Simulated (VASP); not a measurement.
Set up this calculation in VASP 6.6.1, as the native input.

```yaml
Task: single point
Functional: r2SCAN
Potentials_or_basis: VASP PAW PBE potentials, release 64 (Os_sv_GW)
Cutoff: 620 eV
k_mesh: 5 × 5 × 3
Occupations: fermi-dirac, width 0.1 eV
Spin: no spin polarisation
Dipole_correction: no
Further_INCAR_settings: ALGO = Normal; EDIFF = 1e-06; NBANDS = 23
```

Os:

```
CELL_PARAMETERS angstrom
2.73938 0.00000 0.00000
-1.36969 2.37237 0.00000
0.00000 0.00000 4.31382
ATOMIC_POSITIONS crystal
Os 0.33333 0.66667 0.25000
Os 0.66667 0.33333 0.75000
```

The input as run:

POSCAR

```
Os
1.0
    2.7393806551      0.0000000000      0.0000000000
   -1.3696903275      2.3723732379      0.0000000000
    0.0000000000      0.0000000000      4.3138178725
Os
2
Direct
    0.3333333333      0.6666666667      0.2500000000
    0.6666666667      0.3333333333      0.7500000000
```

INCAR.step1

```
ALGO = Normal
EDIFF = 1E-5
ENCUT = 620
GGA = PE
GGA_COMPAT = False
ISMEAR = -1
LASPH = True
LCHARG = False
LREAL = False
LWAVE = True
NBANDS = 23
NELM = 120
PREC = Accurate
SIGMA = 0.1
```

INCAR.step2

```
ALGO = Normal
EDIFF = 1E-6
ENCUT = 620
GGA_COMPAT = False
ISIF = 2
ISMEAR = -1
ISTART = 1
LASPH = True
LCHARG = True
LELF = True
LMIXTAU = True
LREAL = False
LVHAR = True
LWAVE = False
METAGGA = R2SCAN
NBANDS = 23
NELM = 120
PREC = Accurate
SIGMA = 0.1
```

KPOINTS

```
k-points
0
Gamma
  5 5 3
```

Potentials or basis: VASP PAW PBE potentials, release 64 (Os_sv_GW).

Run with:

```console
$ cat potpaw_PBE.64/Os_sv_GW/POTCAR > POTCAR
$ cp INCAR.step1 INCAR
$ mpirun -np 1 vasp_std > vasp.out
$ cp INCAR.step2 INCAR
$ mpirun -np 1 vasp_std > vasp.out
```

It gave:

```
Pressure               : 0.4 GPa
Band gap on the k mesh : zero (bands 16 and 17 overlap by 3.18 eV)
```

Caveat: the k points lie up to 0.53 Å⁻¹ apart, too coarse for converged energies and pressures of a metal; the PAW data sets were made with another functional, which shifts forces and pressure a little; spin-orbit coupling is left out, which moves the levels of the heavy elements.

Wall time 26 s on 1 thread of Intel(R) Xeon(R) 6975P-C (Granite Rapids), on a shared host, peak memory 0.16 GiB.
